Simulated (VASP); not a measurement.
# Ge (I4_1/amd) in VASP: further runs

Runs on Ge. Level: LDA. Tasks: single point.

All numbers are computed with VASP 6.6.1; they aren't measurements. Logs are shortened: lines on timing, memory, paths and dates and some standing lists are left out, and cuts for length are marked.

## 1. The cell of the first run

It takes space group I4_1/amd (No. 141, tetragonal). The conventional cell has a = 3.912 Å, b = 3.912 Å, c = 5.728 Å, α = 90.00°, β = 90.00°, γ = 90.00°. Ge (site symmetry -4m2) has 4 Ge at 2.42 Å within 3.2 Å.

## 2. Single point, LDA

INCAR reads:

```
PREC = Accurate ; ENCUT = 520
EDIFF = 1E-6 ; ISMEAR = 0
SIGMA = 0.05 ; LREAL = False
LASPH = True ; NELM = 100
ALGO = Normal ; ISIF = 2
LWAVE = False ; LCHARG = False
GGA = CA ; NBANDS = 21
```

KPOINTS reads:

```
regular mesh
0
Gamma
  12 12 12
```

POSCAR reads:

```
Ge
1.0
    0.0000000000      2.7660500000      2.8641861538
    2.7660500000      0.0000000000      2.8641861538
    2.7660500000      2.7660500000      0.0000000000
Ge
2
Direct
    0.0000000000      0.0000000000      0.0000000000
    0.2500000000      0.2500000000      0.2500000000
```

Potentials or basis: VASP PAW LDA potentials, release 64 (Ge_d).

Command:

```
cat potpaw_LDA.64/Ge_d/POTCAR > POTCAR
mpirun -np 1 vasp_std > vasp.out
```

OUTCAR:

```text
PREC = Accurate
   ENCUT = 520
   EDIFF = 1E-6
   ISMEAR = 0
   LREAL = False
   LASPH = True
   NELM = 100
   ISIF = 2
   GGA = CA

 ion  position               nearest neighbor table
   1  0.000  0.000  0.000-   2 2.42   2 2.42   2 2.42   2 2.42
   2  0.250  0.250  0.250-   1 2.42   1 2.42   1 2.42   1 2.42

  LATTYP: Found a body centered tetragonal cell.
 ALAT       =     3.9117854242
 C/A-ratio  =     1.4643881723

  Lattice vectors:

 A1 = (  -2.7660500000,   0.0000000000,   2.8641861538)
 A2 = (   2.7660500000,   0.0000000000,   2.8641861538)
 A3 = (   0.0000000000,   2.7660500000,  -2.8641861538)

Analysis of symmetry for initial positions (statically):
=====================================================================
 Subroutine PRICEL returns:
 Original cell was already a primitive cell.

 Routine SETGRP: Setting up the symmetry group for a
 body centered tetragonal supercell.

 Subroutine GETGRP returns: Found 16 space group operations
 (whereof  8 operations were pure point group operations)
 out of a pool of 16 trial point group operations.

The static configuration has the point symmetry D_2d.
 The point group associated with its full space group is D_4h.

Analysis of symmetry for dynamics (positions and initial velocities):
=====================================================================
 Subroutine PRICEL returns:
 Original cell was already a primitive cell.

 Routine SETGRP: Setting up the symmetry group for a
 body centered tetragonal supercell.

 Subroutine GETGRP returns: Found 16 space group operations
 (whereof  8 operations were pure point group operations)
 out of a pool of 16 trial point group operations.

The dynamic configuration has the point symmetry D_2d.
 The point group associated with its full space group is D_4h.

 Subroutine INISYM returns: Found 16 space group operations
 (whereof  8 operations are pure point group operations),
 and found     1 'primitive' translations

----------------------------------------------------------------------------------------

                                     Primitive cell

  volume of cell :      43.8280

  direct lattice vectors                    reciprocal lattice vectors
     0.000000000  2.766050000  2.864186154    -0.180763182  0.180763182  0.174569659
     2.766050000  0.000000000  2.864186154     0.180763182 -0.180763182  0.174569659
     2.766050000  2.766050000  0.000000000     0.180763182  0.180763182 -0.174569659

  length of vectors
     3.981782883  3.981782883  3.911785424     0.309556492  0.309556492  0.309556492

  position of ions in fractional coordinates (direct lattice)
     0.000000000  0.000000000  0.000000000
     0.250000000  0.250000000  0.250000000

  ion indices of the primitive-cell ions
   primitive index   ion index
                 1           1
                 2           2

----------------------------------------------------------------------------------------

 KPOINTS: regular mesh

Automatic generation of k-mesh.
 Grid dimensions read from file:
 generate k-points for:   12   12   12

 Generating k-lattice:

  Cartesian coordinates                     Fractional coordinates (reciprocal lattice)
    -0.015063599  0.015063599  0.014547472     0.083333333 -0.000000000  0.000000000
     0.015063599 -0.015063599  0.014547472    -0.000000000  0.083333333  0.000000000
     0.015063599  0.015063599 -0.014547472     0.000000000  0.000000000  0.083333333

  Length of vectors
     0.025796374  0.025796374  0.025796374

  Shift w.r.t. Gamma in fractional coordinates (k-lattice)
     0.000000000  0.000000000  0.000000000

 Subroutine IBZKPT returns following result:
 ===========================================

 Found    163 irreducible k-points:

 Following reciprocal coordinates:
            Coordinates               Weight
  0.000000  0.000000  0.000000      1.000000
  0.083333 -0.000000  0.000000      8.000000
  0.166667  0.000000  0.000000      8.000000
  0.250000 -0.000000  0.000000      8.000000
  0.333333 -0.000000  0.000000      8.000000
  0.416667  0.000000  0.000000      8.000000
[... 16 lines left out ...]
  0.500000  0.166667  0.000000      8.000000
 -0.416667  0.166667  0.000000      8.000000
 [... further k-points ...]
   k-points           NKPTS =    163   k-points in BZ     NKDIM =    163   number of bands    NBANDS=     21
   number of dos      NEDOS =    301   number of ions     NIONS =      2
   total plane-waves  NPLWV =  27000
   dimension x,y,z NGX =    30 NGY =   30 NGZ =   30
   dimension x,y,z NGXF=    60 NGYF=   60 NGZF=   60
   ions per type =               2
   NGX,Y,Z   is equivalent  to a cutoff of  12.53, 12.53, 12.75 a.u.
   NGXF,Y,Z  is equivalent  to a cutoff of  25.05, 25.05, 25.50 a.u.
 SYSTEM =  unknown system
   PREC   = accura    normal or accurate (medium, high low for compatibility)
   ISTART =      0    job   : 0-new  1-cont  2-samecut
   ICHARG =      2    charge: 1-file 2-atom 10-const
   ISPIN  =      1    spin polarized calculation?
   LNONCOLLINEAR =      F non collinear calculations
   LSORBIT =      F    spin-orbit coupling
   LASPH  =      T    aspherical Exc in radial PAW
   ENCUT  =  520.0 eV  38.22 Ry    6.18 a.u.   7.40  7.40  7.27*2*pi/ulx,y,z
   NELM   =    100;   NELMIN=  2; NELMDL= -5     # of ELM steps
   EDIFF  = 0.1E-05   stopping-criterion for ELM
   LREAL  =      F    real-space projection
   EDIFFG = 0.1E-04   stopping-criterion for IOM
   NSW    =      0    number of steps for IOM
   IBRION =     -1    ionic relax: 0-MD 1-quasi-New 2-CG
   NFREE  =      0    steps in history (QN), initial steepest desc. (CG)
   ISIF   =      2    stress and relaxation
   ISYM   =      2    0-nonsym 1-usesym 2-fastsym
   POTIM  = 0.5000    time-step for ionic-motion
   TEBEG  =    0.0;   TEEND  =   0.0 temperature during run
   PSTRESS=    0.0 pullay stress
   NELECT =      28.0000    total number of electrons
   NUPDOWN=      -1.0000    fix difference up-down
   EMIN   =  10.00;   EMAX   =-10.00  energy-range for DOS
   EFERMI =   0.00;   METHOD = LEGACY
   ISMEAR =     0;   SIGMA  =   0.05  broadening in eV -4-tet -1-fermi 0-gaus
   EFERMI_NEDOS =   21; number of points for ismear=-14 and -15
   IALGO  =     38    algorithm
   IMIX   =      4    mixing-type and parameters
     AMIX     =   0.40;   BMIX     =  1.00
     AMIX_MAG =   1.60;   BMIX_MAG =  1.00
  volume/ion in A,a.u.               =      21.91       147.88
  Fermi-wavevector in a.u.,A,eV,Ry     =   1.409972  2.664460 27.048659  1.988020
  Thomas-Fermi vector in A             =   2.531973
   LORBIT       =      0    0 simple, 1 ext, 2 COOP (PROOUT), +10 PAW based schemes
   GGA     = CA    functional components
   LHFCALC =     F    Hartree Fock is set to
   AEXX    =    0.0000 exact exchange contribution
   IVDW    =     0    specifies the selected vdW correction
   LEPSILON=     F    determine dielectric tensor
   LRPA    =     F    only Hartree local field effects (RPA)
 non-spin polarized calculation
 Gauss-broadening in eV      SIGMA  =   0.05
  energy-cutoff  :      520.00
  volume of cell :       43.83
 maximum number of plane-waves:      1203
 NGX is ok and might be reduce to    30
   NGX = 15   NGY = 15   NGZ = 15

 number of electron      28.0000008 magnetization

 Free energy of the ion-electron system (eV)
  ---------------------------------------------------
  ext. energy  EPLUGINS =         0.00000000
  ---------------------------------------------------
  free energy    TOTEN  =       -10.37978895 eV

  energy without entropy =      -10.37970754  energy(sigma->0) =      -10.37974824

 E-fermi :   5.1528     XC(G=0): -10.4437

 val. band max:        5.1421347342   @ k =   0.0000   0.0000   0.0000
 cond. band min:       5.1897411416   @ k =   0.5000  -0.0000   0.0000
 fundamental gap:      0.0476064074
 Fermi energy:         5.1528304334

 k-point     1 :       0.0000    0.0000    0.0000
  band No.  band energies     occupation
      1     -19.9450      2.00000
      2     -19.9450      2.00000
      3     -19.9351      2.00000
      4     -19.9047      2.00000
      5     -19.9001      2.00000
      6     -19.6841      2.00000
[... 13 lines left out ...]
     20      14.2862      0.00000
     21      15.0530      0.00000

 k-point     2 :       0.0833   -0.0000    0.0000
  band No.  band energies     occupation
      1     -19.9495      2.00000
      2     -19.9459      2.00000
      3     -19.9380      2.00000
      4     -19.8976      2.00000
      5     -19.8941      2.00000
      6     -19.6877      2.00000
[... 13 lines left out ...]
     20      13.7085      0.00000
     21      14.3410      0.00000

 k-point     3 :       0.1667    0.0000    0.0000
  band No.  band energies     occupation
      1     -19.9580      2.00000
      2     -19.9516      2.00000
      3     -19.9371      2.00000
      4     -19.8843      2.00000
      5     -19.8820      2.00000
      6     -19.6957      2.00000
[... 13 lines left out ...]
     20      13.2681      0.00000
     21      13.6624      0.00000

 k-point     4 :       0.2500   -0.0000    0.0000
  band No.  band energies     occupation
      1     -19.9654      2.00000
      2     -19.9574      2.00000
      3     -19.9329      2.00000
      4     -19.8716      2.00000
      5     -19.8703      2.00000
      6     -19.7034      2.00000
[... 13 lines left out ...]
     20      13.4445      0.00000
     21      13.5304      0.00000

 k-point     5 :       0.3333   -0.0000    0.0000
  band No.  band energies     occupation
      1     -19.9703      2.00000
      2     -19.9607      2.00000
      3     -19.9284      2.00000
      4     -19.8625      2.00000
      5     -19.8620      2.00000
      6     -19.7093      2.00000
[... 13 lines left out ...]
     20      14.0815      0.00000
     21      14.1883      0.00000

 k-point     6 :       0.4167    0.0000    0.0000
  band No.  band energies     occupation
      1     -19.9728      2.00000
      2     -19.9621      2.00000
      3     -19.9249      2.00000
      4     -19.8578      2.00000
      5     -19.8578      2.00000
      6     -19.7124      2.00000
[... 13 lines left out ...]
     20      15.1906      0.00000
     21      15.4848      0.00000

 k-point     7 :       0.5000   -0.0000    0.0000
  band No.  band energies     occupation
      1     -19.9736      2.00000
      2     -19.9624      2.00000
      3     -19.9237      2.00000
      4     -19.8566      2.00000
      5     -19.8564      2.00000
      6     -19.7132      2.00000
[... 13 lines left out ...]
     20      16.2340      0.00000
     21      16.2805      0.00000
[... 291 lines left out ...]
      1     -19.9660      2.00000
      2     -19.9624      2.00000
      3     -19.9466      2.00000
      4     -19.8734      2.00000
      5     -19.8405      2.00000
      6     -19.7542      2.00000
[... 13 lines left out ...]
     20      14.2167      0.00000
     21      15.3664      0.00000

 k-point    21 :       0.3333    0.1667    0.0000
  band No.  band energies     occupation
      1     -19.9754      2.00000
      2     -19.9686      2.00000
      3     -19.9352      2.00000
      4     -19.8620      2.00000
      5     -19.8278      2.00000
      6     -19.7651      2.00000
[... 13 lines left out ...]
     20      14.7408      0.00000
     21      15.5086      0.00000

 k-point    22 :       0.4167    0.1667    0.0000
  band No.  band energies     occupation
      1     -19.9818      2.00000
      2     -19.9738      2.00000
      3     -19.9219      2.00000
      4     -19.8514      2.00000
      5     -19.8229      2.00000
      6     -19.7669      2.00000
[... 13 lines left out ...]
     20      15.2308      0.00000
     21      16.2612      0.00000

 k-point    23 :       0.5000    0.1667    0.0000
  band No.  band energies     occupation
      1     -19.9845      2.00000
      2     -19.9777      2.00000
      3     -19.9099      2.00000
      4     -19.8422      2.00000
      5     -19.8269      2.00000
      6     -19.7593      2.00000
[... 13 lines left out ...]
     20      16.0409      0.00000
     21      16.3440      0.00000

 k-point    24 :      -0.4167    0.1667    0.0000
  band No.  band energies     occupation
      1     -19.9832      2.00000
      2     -19.9801      2.00000
      3     -19.9025      2.00000
      4     -19.8377      2.00000
      5     -19.8354      2.00000
      6     -19.7447      2.00000
[... 13 lines left out ...]
     20      14.7986      0.00000
     21      15.3253      0.00000

 [... further k-points ...]
[... 5 lines left out ...]
  --------------------------------------------------------------------------------------
  -------------------------------------------------------------------------------------
  Total        0.5880760      0.5880760     -0.1861076      0.0000000      0.0000000      0.0000000
  in kB       21.4977369     21.4977369     -6.8033591      0.0000000      0.0000000      0.0000000
  external PRESSURE =      12.0640382 kB  Pullay stress =       0.0000000 kB

 VOLUME and BASIS-vectors are now :
 -----------------------------------------------------------------------------
  energy-cutoff  :      520.00
  volume of cell :       43.83
      direct lattice vectors                 reciprocal lattice vectors
     0.000000000  2.766050000  2.864186154    -0.180763182  0.180763182  0.174569659
     2.766050000  0.000000000  2.864186154     0.180763182 -0.180763182  0.174569659
     2.766050000  2.766050000  0.000000000     0.180763182  0.180763182 -0.174569659

 POSITION                                       TOTAL-FORCE (eV/Angst)
 -----------------------------------------------------------------------------------
      0.00000      0.00000      0.00000         0.000000      0.000000      0.000000
      1.38302      1.38302      1.43209        -0.000000     -0.000000     -0.000000
 -----------------------------------------------------------------------------------
    total drift:                                0.000000     -0.000000      0.000000

  FREE ENERGIE OF THE ION-ELECTRON SYSTEM (eV)
  ---------------------------------------------------
  free  energy   TOTEN  =       -10.3797889491 eV

  energy  without entropy=      -10.3797075395  energy(sigma->0) =      -10.37974824
```

Wall time 2.1 min (1 thread of Intel Xeon 8259CL, shared host); peak memory 0.23 GiB.

What came out:

```
Free energy            : -10.3798 eV
Pressure               : 1.2 GPa
Band gap on the k mesh : 0.05 eV
```

Stress tensor (GPa, compression positive):
```
 2.15  0.00  0.00
 0.00  2.15  0.00
 0.00  0.00 -0.68
```

Caveat: semilocal functionals underestimate gaps, and a narrow one can read as zero.

## 3. Single point, LDA

This run uses another cell than the first one, of 22.20 Å³/atom.

INCAR reads:

```
SYSTEM = Ge
PREC     = Accurate       ! precision mode
ENCUT    = 520            ! plane-wave cutoff, eV
EDIFF    = 1E-7           ! SCF threshold, eV
ISMEAR   = 0              ! smearing method
SIGMA    = 0.05           ! smearing width, eV
LREAL    = .FALSE.        ! projectors in reciprocal space
LASPH    = .TRUE.         ! aspherical terms in the spheres
NELM     = 60             ! most SCF steps
ALGO     = Normal         ! electronic algorithm
ISIF     = 2              ! what is computed and relaxed
LWAVE    = .FALSE.        ! write WAVECAR
LCHARG   = .FALSE.        ! write CHGCAR
NBANDS   = 21             ! bands
```

KPOINTS reads:

```
regular mesh
0
G
  12 12 12
  0 0 0
```

POSCAR reads:

```
Ge
1.0
    0.0000000000      2.7942750000      2.8433430769
    2.7942750000      0.0000000000      2.8433430769
    2.7942750000      2.7942750000      0.0000000000
Ge
2
Direct
    0.0000000000      0.0000000000      0.0000000000
    0.2500000000      0.2500000000      0.2500000000
```

Potentials or basis: VASP PAW LDA potentials, release 64 (Ge_d).

Command:

```
cat potpaw_LDA.64/Ge_d/POTCAR > POTCAR
mpirun -np 1 vasp_std > vasp.out
```

Run time: 3.1 min. Hardware: 1 thread of Intel Xeon 8259CL, shared host; peak memory 0.24 GiB.

The run converged. Its results:

```yaml
Free_energy: -10.3888 eV
Pressure: 0.1 GPa
Band_gap_on_the_k_mesh: zero (filled and empty bands touch)
```

Stress tensor (GPa, compression positive):
```
 0.60  0.00  0.00
 0.00  0.60  0.00
 0.00  0.00 -0.75
```

Levels at points of the mesh, in eV from the Fermi level:
```
           k point  band 10  band 11  band 12  band 13  band 14  band 15  band 16  band 17  band 18  band 19
(0.00, 0.00, 0.00)   -24.74   -13.01    -0.15    -0.02    -0.01    -0.01     2.46     2.46     2.54     6.20
(0.50, 0.00, 0.00)   -24.72   -10.87    -7.78    -1.57    -1.41     0.07     3.63     3.73     6.93    10.45
(0.50, 0.50, 0.00)   -24.70    -9.11    -9.11    -3.11    -3.11     0.68     0.68     9.51     9.51    11.53
(0.50, 0.00, 0.50)   -24.71    -9.02    -9.02    -3.24    -3.24     0.54     0.54     9.50     9.50    11.57
```

Caveat: semilocal functionals underestimate gaps, and a narrow one can read as zero.

(Continued in part 2 of 2.)

The gap in the log of VASP goes by the Fermi energy; the results here count the filled bands.